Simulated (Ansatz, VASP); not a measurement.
# LaCuTe2: VASP beside Ansatz

```
Cu La Te
1.0
     2.26505    1.30772    6.78467
    -2.26505    1.30772    6.78467
     0.00000   -2.61545    6.78467
Cu La Te
1 1 2
Direct
  0.00000 0.00000 0.00000
  0.50000 0.50000 0.50000
  0.26134 0.26134 0.26134
  0.73866 0.73866 0.73866
```

Alike in both runs: task single point; functional PBE; k mesh 6 × 6 × 6; no spin polarisation.

|  | VASP | Ansatz |
| --- | --- | --- |
| version | VASP 6.6.1 | Ansatz 0.2.0 |
| potentials or method | VASP PAW PBE potentials, release 64 (Cu, La, Te) | plane waves, PAW |
| plane-wave cutoff (eV) | 520 | 420 |
| occupations | gaussian, width 0.01 eV | fixed |
| valence electrons in the cell | 34 | 62 |

```tsv
	VASP	Ansatz	Ansatz less VASP
gap on the k mesh at the Fermi level (eV)	0.85	0.86	+0.009
pressure (GPa)	-1.4	-1.4	-0.02
rms of the force components (eV/Å)	0.039	0.035	-0.0039
```

Atom by atom the forces differ by 0.004 eV/Å (rms over components). VASP's potentials hold 34 valence electrons a cell and Ansatz's 62, so a difference there can come from the potentials and not from the codes.

Neither program's run includes spin-orbit coupling.
